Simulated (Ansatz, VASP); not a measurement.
Ir: VASP beside Ansatz

Contents of INCAR:

```
SYSTEM = Ir
PREC = Accurate ; ENCUT = 520
EDIFF = 1E-6 ; ISMEAR = -1
SIGMA = 0.1 ; LREAL = .False.
LASPH = .True. ; NELM = 100
ALGO = Normal ; ISIF = 2
LWAVE = .False. ; LCHARG = .False.
GGA = RP ; NBANDS = 16
```

KPOINTS

```
regular mesh
0
Gamma
  17 17 10
  0 0 0
```

POSCAR

```
Ir
1.0
   -2.5369801216      2.1776134921      1.3403331222
    2.1776134921     -2.5369801216      1.3403331222
    2.9040685478      2.9040685478     -1.9985137623
Ir
2
Direct
    0.9772084782      0.0227915218      0.0000000000
    0.7727915218      0.2272084782      0.5000000000
```

Input for Ansatz:

```yaml
crystal:
  lattice:
    - [-2.5369801216, 2.1776134921, 1.3403331222]
    - [2.1776134921, -2.5369801216, 1.3403331222]
    - [2.9040685478, 2.9040685478, -1.9985137623]
  atoms:
    - { symbol: Ir, position: [0.9772084782, 0.0227915218, 0.0] }
    - { symbol: Ir, position: [0.7727915218, 0.2272084782, 0.5] }
hamiltonian:
  xc: rpbe
  pseudopotentials:
    kind: paw
    azcp:
      Ir: "pseudopotentials/Ir.paw.azcp"
basis:
  ecutwfc: 420
  fft_grid_basis: typed
kpoints:
  mp_grid: { grid: [17, 17, 10], shift: [0, 0, 0] }
magnetization:
  spin_polarized: false
scf:
  occupations: { method: fermi_dirac, width: 0.1 }
  lower_state_search: "off"
output:
  stress: true
  write_density: true
  write_potential: true
  elf: true
  volumetric_format: npy
```

Alike in both runs: task single point; functional RPBE; k mesh 17 × 17 × 10; occupations fermi-dirac, width 0.1 eV; no spin polarisation.

```csv
,VASP,Ansatz
version,VASP 6.6.1,Ansatz 0.2.0
potentials or method,"VASP PAW PBE potentials, release 64 (Ir), cutoff 520 eV","plane waves (420 eV) with PAW, scalar-relativistic"
valence electrons in the cell,18,34
```

Ansatz gave:

- pressure (GPa): -9.8
- traceless stress, the component that is largest in VASP (GPa): -0.96

Task: Which values does VASP return?

Result: Pressure (GPa): -9.7; traceless stress, the component that is largest in VASP (GPa): -0.93.

VASP's potentials were made for PBE, not for RPBE. VASP's potentials hold 18 valence electrons a cell and Ansatz's 34, so a difference there can come from the potentials and not from the codes. Ansatz's warnings: near symmetry operations not taken.

Neither program's run includes spin-orbit coupling.
